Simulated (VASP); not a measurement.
GaN:

```
Ga N
1.0
     3.24237    0.00000    0.00000
    -1.62118    2.80797    0.00000
     0.00000    0.00000    5.26732
Ga N
2 2
Direct
  0.66667 0.33333 0.50000
  0.33333 0.66667 0.00000
  0.66667 0.33333 0.87500
  0.33333 0.66667 0.37500
```

Base run:

```yaml
Program: VASP 6.6.1
Functional: b88 exchange, pbe correlation
Potentials_or_basis: VASP PAW PBE potentials, release 64 (Ga_d, N)
Cutoff: 600 eV
k_mesh: 10 × 10 × 5
Occupations: fermi-dirac, width 0.05 eV
Spin: no spin polarisation
```

Its results: band gap on the k mesh 1.58 eV; pressure -3.7 GPa; largest force 0.119 eV/Å.

The run is repeated on the same cell with these changes: functional from b88 exchange, pbe correlation to PBE exchange alone; cutoff from 600 eV to 520 eV. What comes out?

Band gap on the k mesh 1.66 eV; pressure 14.8 GPa; largest force 0.116 eV/Å.

Caveats: the cell stands under tension (at least some runs); the PAW data sets were made with another functional, which shifts forces and pressure a little (at least some runs); the cell stands under pressure (at least some runs).

